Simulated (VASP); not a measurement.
Write the native input for VASP 6.6.1 that does the following.

```
Task                   : single point
Functional             : PBE
Potentials or basis    : VASP PAW PBE potentials, release 64 (Te, Nb_sv)
Cutoff                 : 520 eV
k mesh                 : 8 × 8 × 7
Occupations            : gaussian, width 0.021 eV
Spin                   : no spin polarisation
Dipole correction      : no
Further INCAR settings : ALGO = Normal; EDIFF = 1e-06; NBANDS = 16
```

The structure of NbTe lies in POSCAR:

```
NbTe
1.0
    3.7029743866      0.0000000000      0.0000000000
   -1.8514871933      3.2068698884      0.0000000000
    0.0000000000      0.0000000000      3.6942110000
Te Nb
1 1
Direct
    0.6666666667      0.3333333333      0.0000000000
    0.0000000000      0.0000000000      0.5000000000
```

These files were run (other wordings do the same):

INCAR

```
ALGO = Normal
EDIFF = 1E-6
ENCUT = 520
GGA = PE
ISIF = 2
ISMEAR = 0
LASPH = True
LCHARG = True
LELF = True
LREAL = False
LVHAR = True
LWAVE = False
NBANDS = 16
NELM = 100
PREC = Accurate
SIGMA = 0.020999999999999998
```

KPOINTS

```
k-points
0
Gamma
  8 8 7
```

Potentials or basis: VASP PAW PBE potentials, release 64 (Te, Nb_sv).

Run with:

```sh
$ cat potpaw_PBE.64/Te/POTCAR potpaw_PBE.64/Nb_sv/POTCAR > POTCAR
$ mpirun -np 1 vasp_std > vasp.out
```

Results of the run:

| Item | Value |
| --- | --- |
| Pressure | -0.8 GPa |

Wall time 15 s on 1 thread of Intel(R) Xeon(R) Platinum 8488C (Sapphire Rapids) (shared host), peak memory 0.17 GiB.
